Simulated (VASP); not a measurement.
# TePd3 (I4/mmm) in VASP: notebook, part 2 of 2

VASP 6.6.1.

### 5 Single point, LDA

This run uses another cell than the first one, of 18.30 Å³/atom.

Input file INCAR:

```
SYSTEM = TePd3
PREC = Accurate
ENCUT = 520
EDIFF = 1E-6
ISMEAR = 1
SIGMA = 0.1
LREAL = .FALSE.
LASPH = .TRUE.
NELM = 100
ALGO = Normal
ISIF = 2
LWAVE = .FALSE.
LCHARG = .FALSE.
GGA = CA
NBANDS = 26
```

Input file KPOINTS:

```
regular mesh
0
G
  7 7 7
  0 0 0
```

Input file POSCAR:

```
TePd3
1.0
   -2.3437646223      2.3437646223      3.3317878002
    2.3437646223     -2.3437646223      3.3317878002
    2.3437646223      2.3437646223     -3.3317878002
Te Pd
1 3
Direct
    0.0000000000      0.0000000000      0.0000000000
    0.7500000000      0.2500000000      0.5000000000
    0.2500000000      0.7500000000      0.5000000000
    0.5000000000      0.5000000000      0.0000000000
```

Potentials or basis: VASP PAW LDA potentials, release 64 (Te, Pd).

The run is started by

```sh
> cat potpaw_LDA.64/Te/POTCAR potpaw_LDA.64/Pd/POTCAR > POTCAR
> mpirun -np 1 vasp_std > vasp.out
```

OUTCAR:

```text
SYSTEM = TePd3
   PREC = Accurate
   ENCUT = 520
   EDIFF = 1E-6
   ISMEAR = 1
   LREAL = .FALSE.
   LASPH = .TRUE.
   NELM = 100
   ISIF = 2
   GGA = CA

 ion  position               nearest neighbor table
   1  0.000  0.000  0.000-   2 2.88   3 2.88   2 2.88   3 2.88   2 2.88   3 2.88   2 2.88   3 2.88
                             4 3.31   4 3.31   4 3.31   4 3.31   4 3.33   4 3.33
   2  0.750  0.250  0.500-   4 2.88   1 2.88   1 2.88   4 2.88   1 2.88   4 2.88   4 2.88   1 2.88
                             3 3.31   3 3.31   3 3.31   3 3.31   3 3.33   3 3.33
   3  0.250  0.750  0.500-   1 2.88   4 2.88   1 2.88   4 2.88   1 2.88   4 2.88   1 2.88   4 2.88
                             2 3.31   2 3.31   2 3.31   2 3.31   2 3.33   2 3.33
   4  0.500  0.500  0.000-   3 2.88   2 2.88   2 2.88   3 2.88   2 2.88   3 2.88   3 2.88   2 2.88
                             1 3.31   1 3.31   1 3.31   1 3.31   1 3.33   1 3.33

  LATTYP: Found a body centered tetragonal cell.
 ALAT       =     4.6875292446
 C/A-ratio  =     1.4215539259

  Lattice vectors:

 A1 = (  -2.3437646223,   2.3437646223,   3.3317878002)
 A2 = (   2.3437646223,  -2.3437646223,   3.3317878002)
 A3 = (   2.3437646223,   2.3437646223,  -3.3317878002)

Analysis of symmetry for initial positions (statically):
=====================================================================
 Subroutine PRICEL returns:
 Original cell was already a primitive cell.

 Routine SETGRP: Setting up the symmetry group for a
 body centered tetragonal supercell.

 Subroutine GETGRP returns: Found 16 space group operations
 (whereof 16 operations were pure point group operations)
 out of a pool of 16 trial point group operations.

The static configuration has the point symmetry D_4h.

Analysis of symmetry for dynamics (positions and initial velocities):
=====================================================================
 Subroutine PRICEL returns:
 Original cell was already a primitive cell.

 Routine SETGRP: Setting up the symmetry group for a
[... 130 lines left out ...]
     AMIX_MAG =   1.60;   BMIX_MAG =  1.00
  volume/ion in A,a.u.               =      18.30       123.51
  Fermi-wavevector in a.u.,A,eV,Ry     =   1.292173  2.441852 22.717787  1.669710
  Thomas-Fermi vector in A             =   2.423897
   LORBIT       =      0    0 simple, 1 ext, 2 COOP (PROOUT), +10 PAW based schemes
   GGA     = CA    functional components
   LHFCALC =     F    Hartree Fock is set to
   AEXX    =    0.0000 exact exchange contribution
   IVDW    =     0    specifies the selected vdW correction
   LEPSILON=     F    determine dielectric tensor
   LRPA    =     F    only Hartree local field effects (RPA)
 non-spin polarized calculation
 Methfessel and Paxton  Order N= 1 SIGMA  =   0.10
  energy-cutoff  :      520.00
  volume of cell :       73.21
 maximum number of plane-waves:      2000
   NGX = 17   NGY = 17   NGZ = 17

 number of electron      36.0000008 magnetization

 Free energy of the ion-electron system (eV)
  ---------------------------------------------------
  ext. energy  EPLUGINS =         0.00000000
  ---------------------------------------------------
  free energy    TOTEN  =       -23.66636031 eV

  energy without entropy =      -23.66590409  energy(sigma->0) =      -23.66620824

 E-fermi :   8.9323     XC(G=0): -12.2436

 val. band max:        8.9319924443   @ k =  -0.4286   0.2857  -0.0000
 cond. band min:       8.9380694665   @ k =  -0.2857  -0.4286   0.2857
 fundamental gap:      0.0060770222
 Fermi energy:         8.9322680654

 k-point     1 :       0.0000    0.0000    0.0000
  band No.  band energies     occupation
      1      -3.7169      2.00000
      2       3.9946      2.00000
      3       3.9969      2.00000
      4       3.9969      2.00000
      5       4.9877      2.00000
      6       4.9923      2.00000
[... 685 lines left out ...]
     25      17.9783      0.00000
     26      19.1182      0.00000

 [... further k-points ...]

------------------------ aborting loop because EDIFF is reached ----------------------------------------

  FORCE on cell =-STRESS in cart. coord.  units (eV):
  Direction    XX          YY          ZZ          XY          YZ          ZX
  --------------------------------------------------------------------------------------
  -------------------------------------------------------------------------------------
  Total       -7.7756185     -7.7756185     -7.7865276      0.0000000      0.0000000      0.0000000
  in kB     -170.1689093   -170.1689093   -170.4076524      0.0000000      0.0000000      0.0000000
  external PRESSURE =    -170.2484903 kB  Pullay stress =       0.0000000 kB

 VOLUME and BASIS-vectors are now :
 -----------------------------------------------------------------------------
  energy-cutoff  :      520.00
  volume of cell :       73.21
      direct lattice vectors                 reciprocal lattice vectors
    -2.343764622  2.343764622  3.331787800     0.000000000  0.213332002  0.150069581
     2.343764622 -2.343764622  3.331787800     0.213332002  0.000000000  0.150069581
     2.343764622  2.343764622 -3.331787800     0.213332002  0.213332002  0.000000000

 POSITION                                       TOTAL-FORCE (eV/Angst)
 -----------------------------------------------------------------------------------
      0.00000      0.00000      0.00000         0.000000     -0.000000     -0.000000
      0.00000      2.34376      1.66589         0.000000     -0.000000     -0.000000
      2.34376      0.00000      1.66589        -0.000000      0.000000      0.000000
      0.00000      0.00000      3.33179         0.000000     -0.000000     -0.000000
 -----------------------------------------------------------------------------------
    total drift:                               -0.000000      0.000000      0.000000

  FREE ENERGIE OF THE ION-ELECTRON SYSTEM (eV)
  ---------------------------------------------------
  free  energy   TOTEN  =       -23.6663603127 eV

  energy  without entropy=      -23.6659040897  energy(sigma->0) =      -23.66620824
```

stdout:

```text
POSCAR found type information on POSCAR TePd
 POSCAR found :  2 types and       4 ions
 scaLAPACK will be used
 LDA part: xc-table for (Slater(with rela. corr.)+CA(PZ))
 , standard interpolation
 POSCAR, INCAR and KPOINTS ok, starting setup
 FFT: planning ... GRIDC
 FFT: planning ... GRID_SOFT
 FFT: planning ... GRID
 WAVECAR not read
 entering main loop
```

It took 67 s on 1 thread of Intel Xeon 8259CL, shared host; peak memory 0.21 GiB.

What came out:

* Free energy: -23.6664 eV
* Pressure: -17.0 GPa
* Band gap on the k mesh: zero (bands 18 and 19 overlap by 1.86 eV)

Levels at points of the mesh, in eV from the Fermi level:
```
           k point  band 16  band 17  band 18  band 19  band 20  band 21
(0.00, 0.00, 0.00)    -1.01    -0.99     0.96     0.99     0.99     4.89
```

Caveat: the cell stands under tension; spin-orbit coupling is left out, which moves the levels of the heavy elements.

### 6 The runs side by side

| cell | gap on the mesh (eV) | pressure (GPa) |
| --- | --- | --- |
| a = 4.609 Å, angles 120.2, 120.2, 89.7°, 4 atoms | none | -11.5 |
| a = 4.640 Å, angles 120.2, 120.2, 89.7°, 4 atoms | none | -13.6 |
| a = 4.670 Å, angles 120.2, 120.2, 89.7°, 4 atoms | none | -15.4 |
| a = 4.700 Å, angles 120.2, 120.2, 89.7°, 4 atoms | none | -17.0 |

Alike in all rows: task single point; level LDA; potentials or basis VASP PAW LDA potentials, release 64 (Te, Pd); no spin polarisation; k mesh 7 × 7 × 7; cutoff (eV) 520; smearing methfessel-paxton 0.1 eV.

Caveats: the cell stands under tension; spin-orbit coupling is left out, which moves the levels of the heavy elements.

Absolute energies hang on the potentials; compare differences alone.
